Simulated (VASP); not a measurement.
SnO2: single point with PBE+D3(BJ)

Crystal: SnO2.

```
CELL_PARAMETERS angstrom
3.16830 0.00000 0.00000
-1.58415 2.74383 0.00000
0.00000 0.00000 10.82702
ATOMIC_POSITIONS crystal
Sn 0.00000 0.00000 0.50000
Sn 0.00000 0.00000 0.00000
O 0.66667 0.33333 0.40179
O 0.66667 0.33333 0.09821
O 0.33333 0.66667 0.59821
O 0.33333 0.66667 0.90179
```

```json
{
  "Program": "VASP 6.6.1",
  "Task": "single point",
  "Functional": "PBE",
  "Dispersion": "D3(BJ)",
  "Potentials or basis": "VASP PAW PBE potentials, release 64 (Sn_d, O)",
  "Cutoff": "520 eV",
  "k mesh": "12 × 12 × 4",
  "Occupations": "gaussian, width 0.05 eV",
  "Spin": "no spin polarisation"
}
```

```json
{"Pressure": "1.1 GPa", "Largest force": "0.312 eV/Å", "Band gap on the k mesh": "2.37 eV (least direct gap 2.72 eV)", "Dispersion energy per atom": "-0.161 eV"}
```

Forces on the atoms (eV/Å):
```
Sn   0.000  0.000  0.000
Sn   0.000  0.000  0.000
O    0.000  0.000  0.312
O    0.000  0.000 -0.312
O    0.000  0.000 -0.312
O    0.000  0.000  0.312
```

Stress tensor (GPa, compression positive):
```
 3.23  0.00  0.00
 0.00  3.23  0.00
 0.00  0.00 -3.13
```

Levels at points of the mesh, in eV from the valence-band top:
| k point | band 22 | band 23 | band 24 | band 25 | band 26 | band 27 | band 28 | band 29 | band 30 | band 31 |
| --- | --- | --- | --- | --- | --- | --- | --- | --- | --- | --- |
| (0.00, 0.00, 0.00) | -0.70 | -0.70 | -0.68 | -0.68 | -0.35 | 2.37 | 3.11 | 5.62 | 5.95 | 10.51 |
| (0.50, 0.00, 0.00) | -1.28 | -0.50 | -0.46 | -0.46 | -0.06 | 5.29 | 5.44 | 7.03 | 7.57 | 10.38 |
| (0.00, 0.00, 0.50) | -0.70 | -0.69 | -0.69 | -0.69 | -0.69 | 2.75 | 2.75 | 5.79 | 5.79 | 10.56 |
| (0.50, 0.00, 0.50) | -1.45 | -0.48 | -0.48 | -0.24 | -0.24 | 5.37 | 5.37 | 7.29 | 7.29 | 10.54 |

Run time: 71 s on 1 thread of Intel(R) Xeon(R) 6975P-C (Granite Rapids), with other jobs on the host, peak memory 0.3 GiB.

Caveat: spin-orbit coupling is left out, which moves the levels of the heavy elements. A k mesh can miss the band edges.
